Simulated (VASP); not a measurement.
# Co (P6/mmm) in VASP: further runs

Runs on Co. Level: PBEsol. Tasks: single point.

All numbers are computed with VASP 6.6.1; they aren't measurements. Logs are shortened: lines on timing, memory, paths and dates and some standing lists are left out, and cuts for length are marked.

### 1 The cell of the first run

The structure is hexagonal, space group P6/mmm (No. 191). Conventional cell: a = 2.407 Å, b = 2.407 Å, c = 2.256 Å, α = 90.00°, β = 90.00°, γ = 120.00°. Co (site symmetry 6/mmm) has 8 Co at 2.26 to 2.41 Å within 3.0 Å.

This isn't the form of Co at room conditions, which is hcp.

### 2 Single point, PBEsol, collinear spin, ferromagnetic start

INCAR

```
  ALGO = Normal
  EDIFF = 1E-6
  ENCUT = 690
  GGA = PS
  GGA_COMPAT = False
  ISIF = 2
  ISMEAR = 0
  ISPIN = 2
  LASPH = True
  LCHARG = False
  LMAXMIX = 4
  LORBIT = 11
  LREAL = False
  LWAVE = False
  MAGMOM = 1.74
  NBANDS = 18
  NELM = 200
  PREC = Accurate
  SIGMA = 0.1
```

KPOINTS

```
k-points
0
Gamma
  9 9 8
```

POSCAR

```
Co
1.0
    2.4066096659      0.0000000000      0.0000000000
   -1.2033048329      2.0841851076      0.0000000000
    0.0000000000      0.0000000000      2.2556838931
Co
1
Direct
    0.0000000000      0.0000000000      0.0000000000
```

Potentials or basis: VASP PAW PBE potentials, release 64 (Co_sv).

The run is started by

```bash
$ cat potpaw_PBE.64/Co_sv/POTCAR > POTCAR
$ mpirun -np 1 vasp_std > vasp.out
```

OUTCAR:

```text
EDIFF = 1E-6
   ENCUT = 690
   GGA = PS
   ISIF = 2
   ISMEAR = 0
   ISPIN = 2
   LASPH = True
   LORBIT = 11
   LREAL = False
   NELM = 200
   PREC = Accurate

 ion  position               nearest neighbor table
   1  0.000  0.000  0.000-

  LATTYP: Found a hexagonal cell.
 ALAT       =     2.4066096659
 C/A-ratio  =     0.9372869747

  Lattice vectors:

 A1 = (   2.4066096659,   0.0000000000,   0.0000000000)
 A2 = (  -1.2033048329,   2.0841851076,   0.0000000000)
 A3 = (   0.0000000000,   0.0000000000,   2.2556838931)

Analysis of symmetry for initial positions (statically):
=====================================================================
 Subroutine PRICEL returns:
 Original cell was already a primitive cell.

 Routine SETGRP: Setting up the symmetry group for a
 hexagonal supercell.

 Subroutine GETGRP returns: Found 24 space group operations
 (whereof 24 operations were pure point group operations)
 out of a pool of 24 trial point group operations.

The static configuration has the point symmetry D_6h.

Analysis of symmetry for dynamics (positions and initial velocities):
=====================================================================
 Subroutine PRICEL returns:
 Original cell was already a primitive cell.

 Routine SETGRP: Setting up the symmetry group for a
 hexagonal supercell.

 Subroutine GETGRP returns: Found 24 space group operations
 (whereof 24 operations were pure point group operations)
 out of a pool of 24 trial point group operations.

The dynamic configuration has the point symmetry D_6h.

Analysis of structural, dynamic, and magnetic symmetry:
=====================================================================
 Subroutine PRICEL returns:
 Original cell was already a primitive cell.

 Routine SETGRP: Setting up the symmetry group for a
 hexagonal supercell.

 Subroutine GETGRP returns: Found 24 space group operations
 (whereof 24 operations were pure point group operations)
 out of a pool of 24 trial point group operations.

The overall configuration has the point symmetry D_6h.

 Subroutine INISYM returns: Found 24 space group operations
 (whereof 24 operations are pure point group operations),
 and found     1 'primitive' translations

----------------------------------------------------------------------------------------

                                     Primitive cell

  volume of cell :      11.3141

  direct lattice vectors                    reciprocal lattice vectors
     2.406609666  0.000000000  0.000000000     0.415522307  0.239901916  0.000000000
    -1.203304833  2.084185108  0.000000000     0.000000000  0.479803831  0.000000000
     0.000000000  0.000000000  2.255683893     0.000000000  0.000000000  0.443324529

  length of vectors
     2.406609666  2.406609666  2.255683893     0.479803831  0.479803831  0.443324529

  position of ions in fractional coordinates (direct lattice)
     0.000000000  0.000000000  0.000000000

  ion indices of the primitive-cell ions
   primitive index   ion index
                 1           1

----------------------------------------------------------------------------------------

 KPOINTS: k-points

Automatic generation of k-mesh.
 Grid dimensions read from file:
 generate k-points for:    9    9    8

 Generating k-lattice:

  Cartesian coordinates                     Fractional coordinates (reciprocal lattice)
     0.046169145  0.026655768  0.000000000     0.111111111  0.000000000  0.000000000
     0.000000000  0.053311537  0.000000000     0.000000000  0.111111111  0.000000000
     0.000000000  0.000000000  0.055415566     0.000000000  0.000000000  0.125000000

  Length of vectors
     0.053311537  0.053311537  0.055415566

  Shift w.r.t. Gamma in fractional coordinates (k-lattice)
     0.000000000  0.000000000  0.000000000

 Subroutine IBZKPT returns following result:
 ===========================================

 Found     60 irreducible k-points:

 Following reciprocal coordinates:
            Coordinates               Weight
  0.000000  0.000000  0.000000      1.000000
  0.111111 -0.000000  0.000000      6.000000
  0.222222  0.000000  0.000000      6.000000
  0.333333 -0.000000  0.000000      6.000000
  0.444444  0.000000  0.000000      6.000000
  0.111111  0.111111  0.000000      6.000000
[... 16 lines left out ...]
  0.333333  0.222222  0.125000     24.000000
  0.333333  0.333333  0.125000      4.000000
 [... further k-points ...]
   k-points           NKPTS =     60   k-points in BZ     NKDIM =     60   number of bands    NBANDS=     18
   number of dos      NEDOS =    301   number of ions     NIONS =      1
   total plane-waves  NPLWV =  11520
   dimension x,y,z NGX =    24 NGY =   24 NGZ =   20
   dimension x,y,z NGXF=    48 NGYF=   48 NGZF=   40
   ions per type =               1
   NGX,Y,Z   is equivalent  to a cutoff of  16.58, 16.58, 14.74 a.u.
   NGXF,Y,Z  is equivalent  to a cutoff of  33.16, 33.16, 29.48 a.u.
 SYSTEM =  unknown system
   PREC   = accura    normal or accurate (medium, high low for compatibility)
   ISTART =      0    job   : 0-new  1-cont  2-samecut
   ICHARG =      2    charge: 1-file 2-atom 10-const
   ISPIN  =      2    spin polarized calculation?
   LNONCOLLINEAR =      F non collinear calculations
   LSORBIT =      F    spin-orbit coupling
   LASPH  =      T    aspherical Exc in radial PAW
   ENCUT  =  690.0 eV  50.71 Ry    7.12 a.u.   5.15  5.15  4.83*2*pi/ulx,y,z
   NELM   =    200;   NELMIN=  2; NELMDL= -5     # of ELM steps
   EDIFF  = 0.1E-05   stopping-criterion for ELM
   LREAL  =      F    real-space projection
   EDIFFG = 0.1E-04   stopping-criterion for IOM
   NSW    =      0    number of steps for IOM
   IBRION =     -1    ionic relax: 0-MD 1-quasi-New 2-CG
   NFREE  =      0    steps in history (QN), initial steepest desc. (CG)
   ISIF   =      2    stress and relaxation
   ISYM   =      2    0-nonsym 1-usesym 2-fastsym
   POTIM  = 0.5000    time-step for ionic-motion
   TEBEG  =    0.0;   TEEND  =   0.0 temperature during run
   PSTRESS=    0.0 pullay stress
   NELECT =      17.0000    total number of electrons
   NUPDOWN=      -1.0000    fix difference up-down
   EMIN   =  10.00;   EMAX   =-10.00  energy-range for DOS
   EFERMI =   0.00;   METHOD = LEGACY
   ISMEAR =     0;   SIGMA  =   0.10  broadening in eV -4-tet -1-fermi 0-gaus
   EFERMI_NEDOS =   21; number of points for ismear=-14 and -15
   IALGO  =     38    algorithm
   IMIX   =      4    mixing-type and parameters
     AMIX     =   0.40;   BMIX     =  1.00
     AMIX_MAG =   1.60;   BMIX_MAG =  1.00
  volume/ion in A,a.u.               =      11.31        76.35
  Fermi-wavevector in a.u.,A,eV,Ry     =   1.875071  3.543371 47.836610  3.515892
  Thomas-Fermi vector in A             =   2.919865
   LORBIT       =     11    0 simple, 1 ext, 2 COOP (PROOUT), +10 PAW based schemes
   GGA     = PS    functional components
   LHFCALC =     F    Hartree Fock is set to
   AEXX    =    0.0000 exact exchange contribution
   IVDW    =     0    specifies the selected vdW correction
   LEPSILON=     F    determine dielectric tensor
   LRPA    =     F    only Hartree local field effects (RPA)
 spin polarized calculation
 Gauss-broadening in eV      SIGMA  =   0.10
  energy-cutoff  :      690.00
  volume of cell :       11.31
 maximum number of plane-waves:       480
 NGX is ok and might be reduce to    24

 number of electron      17.0000005 magnetization       1.6259346

 Free energy of the ion-electron system (eV)
  ---------------------------------------------------
  ext. energy  EPLUGINS =         0.00000000
  ---------------------------------------------------
  free energy    TOTEN  =        -7.24948718 eV

  energy without entropy =       -7.24017270  energy(sigma->0) =       -7.24482994

 E-fermi :  11.3943     XC(G=0): -13.7764

 val. band max:       11.3766504124   @ k =   0.3333   0.2222   0.1250
 cond. band min:      11.3954174582   @ k =   0.3333   0.1111   0.5000
 fundamental gap:      0.0187670458
 Fermi energy:        11.3943059382

 spin component 1

 k-point     1 :       0.0000    0.0000    0.0000
  band No.  band energies     occupation
      1     -84.4784      1.00000
      2     -47.7510      1.00000
      3     -47.6029      1.00000
      4     -47.6029      1.00000
      5       2.3992      1.00000
      6       6.8171      1.00000
[... 10 lines left out ...]
     17      39.5565      0.00000
     18      47.3217      0.00000

 k-point     2 :       0.1111   -0.0000    0.0000
  band No.  band energies     occupation
      1     -84.4718      1.00000
      2     -47.7466      1.00000
      3     -47.6441      1.00000
      4     -47.6124      1.00000
      5       2.8595      1.00000
      6       6.9280      1.00000
[... 10 lines left out ...]
     17      43.0626      0.00000
     18      49.8171      0.00000
[... 442 lines left out ...]
 k-point    24 :       0.3333    0.3333    0.1250
  band No.  band energies     occupation
      1     -84.4061      1.00000
      2     -47.8406      1.00000
      3     -47.8406      1.00000
      4     -47.7745      1.00000
      5       7.8264      1.00000
      6       7.8264      1.00000
[... 10 lines left out ...]
     17      47.6742      0.00000
     18      49.0917      0.00000

 [... further k-points ...]

 spin component 2

 k-point     1 :       0.0000    0.0000    0.0000
  band No.  band energies     occupation
      1     -82.5299      1.00000
      2     -45.7477      1.00000
      3     -45.7371      1.00000
      4     -45.7371      1.00000
      5       2.5797      1.00000
      6       7.9604      1.00000
[... 10 lines left out ...]
     17      39.9196      0.00000
     18      47.6023      0.00000

 k-point     2 :       0.1111   -0.0000    0.0000
  band No.  band energies     occupation
      1     -82.5228      1.00000
      2     -45.7816      1.00000
      3     -45.7474      1.00000
      4     -45.7431      1.00000
      5       3.0425      1.00000
      6       8.0779      1.00000
[... 10 lines left out ...]
     17      43.3193      0.00000
     18      50.1651      0.00000
[... 442 lines left out ...]
 k-point    24 :       0.3333    0.3333    0.1250
  band No.  band energies     occupation
      1     -82.4530      1.00000
      2     -45.9927      1.00000
      3     -45.9927      1.00000
      4     -45.7725      1.00000
      5       8.8859      1.00000
      6       8.8859      1.00000
[... 10 lines left out ...]
     17      47.9380      0.00000
     18      49.5469      0.00000

 [... further k-points ...]

------------------------ aborting loop because EDIFF is reached ----------------------------------------

  FORCE on cell =-STRESS in cart. coord.  units (eV):
  Direction    XX          YY          ZZ          XY          YZ          ZX
  --------------------------------------------------------------------------------------
  -------------------------------------------------------------------------------------
  Total       -0.0823405     -0.0823405     -0.0734626     -0.0000000      0.0000000     -0.0000000
  in kB      -11.6601426    -11.6601426    -10.4029491     -0.0000000      0.0000000     -0.0000000
  external PRESSURE =     -11.2410781 kB  Pullay stress =       0.0000000 kB

 VOLUME and BASIS-vectors are now :
 -----------------------------------------------------------------------------
  energy-cutoff  :      690.00
  volume of cell :       11.31
      direct lattice vectors                 reciprocal lattice vectors
     2.406609666  0.000000000  0.000000000     0.415522307  0.239901916  0.000000000
    -1.203304833  2.084185108  0.000000000     0.000000000  0.479803831  0.000000000
     0.000000000  0.000000000  2.255683893     0.000000000  0.000000000  0.443324529

 POSITION                                       TOTAL-FORCE (eV/Angst)
 -----------------------------------------------------------------------------------
      0.00000      0.00000      0.00000         0.000000      0.000000      0.000000
 -----------------------------------------------------------------------------------
    total drift:                                0.000000     -0.000000      0.000000

  FREE ENERGIE OF THE ION-ELECTRON SYSTEM (eV)
  ---------------------------------------------------
  free  energy   TOTEN  =        -7.2494871811 eV

  energy  without entropy=       -7.2401727025  energy(sigma->0) =       -7.24482994

 total charge

# of ion       s       p       d       tot
------------------------------------------
    1        2.261   6.110   6.729  15.100

 magnetization (x)

# of ion       s       p       d       tot
------------------------------------------
    1        0.004   0.001   1.620   1.625
```

Run time: 18 s. Hardware: 1 thread of Intel Xeon Platinum 8488C (Sapphire Rapids), shared host; peak memory 0.15 GiB.

What came out:

```yaml
Free_energy: -7.2495 eV
Pressure: -1.1 GPa
Net_moment: 1.63 μB per cell
Site_moments: Co +1.62 μB
Valence_electrons_inside_the_program's_atomic_spheres: Co 15.10
```

Levels at points of the mesh, in eV from the Fermi level:
Spin up:
```tsv
k point	band 7	band 8	band 9	band 10	band 11	band 12
(0.00, 0.00, 0.00)	-2.63	-2.63	-0.83	-0.83	20.03	22.39
(0.00, 0.00, 0.50)	-2.28	-2.10	-2.10	-1.74	4.30	27.49
```
Spin down:
```csv
k point,band 5,band 6,band 7,band 8,band 9,band 10,band 11,band 12
"(0.00, 0.00, 0.00)",-8.81,-3.43,-1.15,-1.15,1.32,1.32,20.39,22.29
"(0.00, 0.00, 0.50)",-4.08,-1.62,-0.75,-0.75,-0.10,-0.10,5.37,27.46
```

Caveat: the PAW data sets were made with another functional, which shifts forces and pressure a little.

### 3 Single point, PBEsol, collinear spin, ferromagnetic start

This run uses another cell than the first one: it holds 3 atoms, not 1.

INCAR

```
SYSTEM = Co
ALGO = Normal
EDIFF = 1E-6
ENCUT = 690
GGA = PS
GGA_COMPAT = .FALSE.
ISIF = 2
ISMEAR = 0
ISPIN = 2
LASPH = .TRUE.
LCHARG = .FALSE.
LMAXMIX = 4
LORBIT = 11
LREAL = .FALSE.
LWAVE = .FALSE.
MAGMOM = 1.96 2.01 2.01
NBANDS = 36
NELM = 200
PREC = Accurate
SIGMA = 0.1
```

KPOINTS

```
k-points
0
G
  6 6 6
  0 0 0
```

POSCAR

```
Co
1.0
    3.9066888809      0.0000000000      0.0000000000
   -1.9533444405      3.3832918155      0.0000000000
    0.0000000000      0.0000000000      2.4008785709
Co
3
Direct
    0.0000000000      0.0000000000      0.0000000000
    0.3333333333      0.6666666667      0.5000000000
    0.6666666667      0.3333333333      0.5000000000
```

Potentials or basis: VASP PAW PBE potentials, release 64 (Co_sv).

The run is started by

```bash
$ cat potpaw_PBE.64/Co_sv/POTCAR > POTCAR
$ mpirun -np 1 vasp_std > vasp.out
```

It took 66 s on 1 thread of AMD EPYC 9R45 (Zen 5), shared host; peak memory 0.2 GiB.

Results (log left out):

* Free energy: -23.1829 eV
* Pressure: -1.4 GPa
* Band gap on the k mesh: zero (filled and empty bands overlap)
* Net moment: 4.96 μB per cell
* Site moments: Co +1.66, +1.72 (each value once) μB
* Valence electrons inside the program's atomic spheres: Co 15.05, 15.10 (each value once)

Stress tensor (GPa, compression positive):
```
-1.28  0.00  0.00
 0.00 -1.28  0.00
 0.00  0.00 -1.54
```

Levels at points of the mesh, in eV from the Fermi level:
Spin up:
```tsv
k point	band 25	band 26	band 27	band 28	band 29	band 30	band 31	band 32
(0.00, 0.00, 0.00)	-1.96	-1.96	-0.70	-0.70	6.45	6.45	6.45	6.45
(0.50, 0.00, 0.00)	-1.13	-1.07	-0.97	-0.70	-0.53	0.01	6.93	15.96
(0.00, 0.00, 0.50)	-0.77	-0.77	-0.18	0.86	1.72	9.93	10.52	10.52
(0.50, 0.00, 0.50)	-1.03	-0.71	-0.37	1.53	1.84	5.23	5.99	8.74
```
Spin down:
```
           k point  band 21  band 22  band 23  band 24  band 25  band 26
(0.00, 0.00, 0.00)    -0.79    -0.79    -0.20    -0.20    -0.16    -0.16
(0.50, 0.00, 0.00)    -0.89    -0.08    -0.06     0.07     0.58     0.91
(0.00, 0.00, 0.50)    -0.85    -0.85     0.82     0.82     1.07     1.07
(0.50, 0.00, 0.50)    -0.83    -0.77    -0.03     0.59     0.94     1.18
```

Caveat: the k points lie up to 0.44 Å⁻¹ apart, too coarse for converged energies and pressures of a metal; the PAW data sets were made with another functional, which shifts forces and pressure a little.

[end of part 1 of 2]

The gap in the log of VASP goes by the Fermi energy; the results here count the filled bands.